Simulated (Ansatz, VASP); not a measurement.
Two plane-wave programs on GaAs

The input INCAR:

```
SYSTEM = GaAs
ALGO     = Normal         ! electronic algorithm
EDIFF    = 1E-6           ! SCF threshold, eV
ENCUT    = 510            ! plane-wave cutoff, eV
GGA      = PE             ! functional
GGA_COMPAT= .False.      
ISIF     = 2              ! what is computed and relaxed
ISMEAR   = -1             ! smearing method
LASPH    = .True.         ! aspherical terms in the spheres
LCHARG   = .False.        ! write CHGCAR
LREAL    = .False.        ! projectors in reciprocal space
LWAVE    = .False.        ! write WAVECAR
NBANDS   = 21             ! bands
NELM     = 120            ! most SCF steps
PREC     = Accurate       ! precision mode
SIGMA    = 0.02           ! smearing width, eV
```

KPOINTS

```
k-points
0
Gamma
  8 8 8
  0 0 0
```

File POSCAR:

```
GaAs
1.0
    0.0000000000      2.7764233935      2.8810310456
    2.7764233935      0.0000000000      2.8810310456
    2.7764233935      2.7764233935      0.0000000000
Ga As
1 1
Direct
    0.0000000000      0.0000000000      0.0000000000
    0.2500000000      0.2500000000      0.2500000000
```

Input for Ansatz:

```yaml
crystal:
  lattice:
    - [0.0, 2.7764233935, 2.8810310456]
    - [2.7764233935, 0.0, 2.8810310456]
    - [2.7764233935, 2.7764233935, 0.0]
  atoms:
    - { symbol: Ga, position: [0.0, 0.0, 0.0] }
    - { symbol: As, position: [0.25, 0.25, 0.25] }
kpoints:
  mp_grid: { grid: [8, 8, 8] }
  band_path:
    path:
      - [0.0, 0.0, 0.0]
      - [-0.5, -0.5, 0.0]
      - [-0.375, -0.375, 0.25]
      - [-0.375, 0.0, 0.375]
      - [0.0, 0.0, 0.5]
      - [-0.5, -0.25, 0.25]
    npoints: 1
hamiltonian:
  xc: pbe
scf:
  occupations: { method: fermi_dirac, width: 0.02 }
  n_extra_bands: 4
output:
  forces: true
  stress: true
  eigenvalues: true
```

Change from the starting cell: epitaxial_xy strain -2.0%.

Alike in both runs: task single point; functional PBE; k mesh 8 × 8 × 8; occupations fermi-dirac, width 0.02 eV; no spin polarisation.

|  | VASP | Ansatz |
| --- | --- | --- |
| version | VASP 6.6.1 | Ansatz 0.2.0 |
| potentials or method | VASP PAW PBE potentials, release 64 (Ga_d, As_d) | plane waves, PAW |
| plane-wave cutoff (eV) | 510 | 420 |
| valence electrons in the cell | 28 | 28 |

```csv
,VASP,Ansatz,Ansatz less VASP
pressure (GPa),4.5,4.6,+0.05
"traceless stress, the component that is largest in VASP (GPa)",-1.57,-1.57,+0.001
```
